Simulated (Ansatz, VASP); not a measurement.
# BeZn4O in VASP and in Ansatz

```
CELL_PARAMETERS angstrom
0.00000 3.48533 3.48533
3.48533 0.00000 3.48533
3.48533 3.48533 0.00000
ATOMIC_POSITIONS crystal
Be 0.25000 0.25000 0.25000
Zn 0.62481 0.62481 0.12558
Zn 0.62481 0.12558 0.62481
Zn 0.12558 0.62481 0.62481
Zn 0.62481 0.62481 0.62481
O 0.00000 0.00000 0.00000
```

Change from the starting cell: species swapped into the NdMgCu4 type (F-43m, No. 216).

Alike in both runs: functional PBE; k mesh 10 × 10 × 10; occupations gaussian, width 0.1 eV; collinear spin.

Ansatz relaxed the structure, and its values are those at the end. VASP's run is a single point on that final structure, the one shown.

|  | VASP | Ansatz |
| --- | --- | --- |
| version | VASP 6.6.1 | Ansatz 0.2.0 |
| potentials or method | VASP PAW PBE potentials, release 64 (Be, Zn, O), cutoff 520 eV | scalar-relativistic, plane waves, PAW |
| valence electrons in the cell | 56 | 56 |

```csv
,VASP,Ansatz,Ansatz less VASP
gap on the k mesh at the Fermi level (eV),none,none,-
pressure (GPa),0.3,0.0,-0.31
net moment per atom (μB),0.00,0.00,0.000
```

A gap of «none» marks a metal or a gap that the smearing closes. Ansatz's warnings: seeded moment not kept.
